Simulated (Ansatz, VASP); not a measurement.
# PtSe2: VASP beside Ansatz

```
Se Pt
1.0
     3.73000    0.00000    0.00000
    -1.86500    3.23027    0.00000
     0.00000    0.00000   29.04000
Se Pt
2 1
Direct
  0.66667 0.33333 0.30964
  0.33333 0.66667 0.40042
  0.00000 0.00000 0.35503
```

Alike in both runs: functional PBE; k mesh 12 × 12 × 1; occupations gaussian, width 0.01 eV; no spin polarisation.

Ansatz relaxed the structure, and its values are those at the end. VASP's run is a single point on that final structure, the one shown.

|  | VASP | Ansatz |
| --- | --- | --- |
| version | VASP 6.6.1 | Ansatz 0.2.0 |
| potentials or method | VASP PAW PBE potentials, release 64 (Se, Pt) | scalar-relativistic, plane waves, PAW |
| plane-wave cutoff (eV) | 520 | 420 |
| valence electrons in the cell | 22 | 50 |

VASP gave:

```
gap on the k mesh at the Fermi level (eV) : 1.38
least direct gap on the mesh (eV)         : 1.62
```

Question: Estimate Ansatz's values.

Answer: gap on the k mesh at the Fermi level (eV): 1.39; least direct gap on the mesh (eV): 1.64.

VASP's potentials hold 22 valence electrons a cell and Ansatz's 50, so a difference there can come from the potentials and not from the codes. Ansatz's warnings: slab cell height set.

Spin-orbit coupling is off throughout.
